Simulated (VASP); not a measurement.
Ge, 2 atoms in the cell. The structure is orthorhombic, space group Cmcm (No. 63). Conventional cell: a = 2.976 Å, b = 5.189 Å, c = 4.728 Å, α = 90.00°, β = 90.00°, γ = 90.00°. Ge (site symmetry m2m) has 12 Ge at 2.92 to 2.99 Å within 3.9 Å. This isn't the form of Ge at room conditions, which is diamond.

```yaml
Program: VASP 6.6.1
Task: single point
Functional: PBE
Dispersion: D3(BJ)
Potentials_or_basis: VASP PAW PBE potentials, release 64 (Ge_d)
Cutoff: 520 eV
k_mesh: 10 × 10 × 6
Occupations: gaussian, width 0.05 eV
Spin: non-collinear spin, zero start, spin-orbit coupling
Starting_moments: "[[0.0, 0.0, 0.0], [0.0, 0.0, 0.0]] μB"
Dipole_correction: no
Further_INCAR_settings: ALGO = Normal; EDIFF = 1e-07; NBANDS = 40
```

Potentials or basis: VASP PAW PBE potentials, release 64 (Ge_d).

Run with:

```sh
$ cat potpaw_PBE.64/Ge_d/POTCAR > POTCAR
$ mpirun -np 1 vasp_ncl > vasp.out
```

Hardware: 1 thread of Intel(R) Xeon(R) Platinum 8488C (Sapphire Rapids), with other jobs on the host.

Estimate the wall time of this run.

Wall time 5.6 min on 1 thread of Intel(R) Xeon(R) Platinum 8488C (Sapphire Rapids), on a shared host, peak memory 0.4 GiB. Counts: scf iterations 14, k points 124.
